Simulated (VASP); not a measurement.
Runs of VASP 6.6.1 on Mg. The structure is that of space group Fd-3m (No. 227), or close to it. The cells are those of the table. 

```csv
spin,cell,k mesh,gap on the mesh (eV),pressure (GPa)
off,"a = 4.720 Å, angles 60.0°, 2 atoms",9 × 9 × 9,none,(b)
off,"a = 5.040 Å, angles 60.0°, 2 atoms",9 × 9 × 9,none,-1.0
off,"a = 4.651 Å, angles 60.0°, 2 atoms",9 × 9 × 9,none,(a)
"non-collinear, zero start, SOC","a = 4.853 Å, angles 60.0°, 2 atoms",8 × 8 × 8,-,0.0
off,"a = 4.917 Å, angles 60.0°, 2 atoms",9 × 9 × 9,none,-0.4
off,"a = 4.788 Å, angles 60.0°, 2 atoms",9 × 9 × 9,none,0.5
off,"a = 4.853 Å, angles 60.0°, 2 atoms",13 × 13 × 13,none,0.0
off,"a = 4.853 Å, angles 60.0°, 2 atoms",9 × 9 × 9,none,0.0
```

Alike in all rows: task single point; level PBE; potentials or basis VASP PAW PBE potentials, release 64 (Mg); cutoff (eV) 520; smearing fermi-dirac 0.1 eV.

Task: Estimate the missing entries.

Result: (a) 1.8; (b) 1.1.

A gap of «none» marks levels without a gap at the run's occupations.
